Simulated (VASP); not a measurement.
Write the native input for VASP 6.6.1 that does the following.

| Item | Value |
| --- | --- |
| Task | single point |
| Functional | PBEsol |
| Potentials or basis | VASP PAW PBE potentials, release 64 (Al, Ga_d, N) |
| Cutoff | 520 eV |
| k mesh | 6 × 8 × 4 |
| Occupations | gaussian, width 0.05 eV |
| Spin | no spin polarisation |
| Dipole correction | no |
| Further INCAR settings | ALGO = Normal; EDIFF = 1e-07; NBANDS = 31 |

The structure of Al3GaN4 lies in POSCAR:

```
Al3GaN4
1.0
    5.0434079713      0.0000000000      0.0001149907
    0.0000000000      3.1300738974      0.0000000000
   -0.0032362569      0.0000000000      5.4179919474
Al Ga N
3 1 4
Direct
    0.4997976183      0.5000000000      0.1562624415
   -0.0050647184      0.5000000000      0.8350857669
    0.0049474328      0.0000000000      0.3336932628
    0.5010415743      0.0000000000      0.6718411158
    0.1103406608      0.0000000000      0.6704330411
    0.1218053723      0.5000000000      0.1639944816
    0.6248406623      0.5000000000      0.8330921406
    0.6218169292      0.0000000000      0.3213022056
```

This cell differs from its parent crystal: mode 10 (414.8 1/cm) frozen in, largest displacement -0.060 Å.

These files were run (other wordings do the same):

INCAR

```
SYSTEM = Al3GaN4
  ALGO = Normal
  EDIFF = 1E-7
  ENCUT = 520
  GGA = PS
  ISIF = 2
  ISMEAR = 0
  LASPH = .TRUE.
  LCHARG = .TRUE.
  LELF = .TRUE.
  LREAL = .FALSE.
  LVHAR = .TRUE.
  LWAVE = .FALSE.
  NBANDS = 31
  NELM = 60
  PREC = Accurate
  SIGMA = 0.05
```

KPOINTS

```
k-points
0
G
  6 8 4
  0 0 0
```

Potentials or basis: VASP PAW PBE potentials, release 64 (Al, Ga_d, N).

Launch:

```console
$ cat potpaw_PBE.64/Al/POTCAR potpaw_PBE.64/Ga_d/POTCAR potpaw_PBE.64/N/POTCAR > POTCAR
$ mpirun -np 1 vasp_std > vasp.out
```

Results of the run:

| Property | Result |
| --- | --- |
| Pressure | 0.2 GPa |
| Largest force | 1.346 eV/Å |
| Band gap on the k mesh | 3.44 eV, direct |

Caveat: the cell differs from its parent crystal (mode 10 (414.8 1/cm) frozen in, largest displacement -0.060 Å); the PAW data sets were made with another functional, which shifts forces and pressure a little.

Wall time 2.4 min on 1 thread of Intel Xeon 6975P-C, with other jobs on the host, peak memory 0.3 GiB.
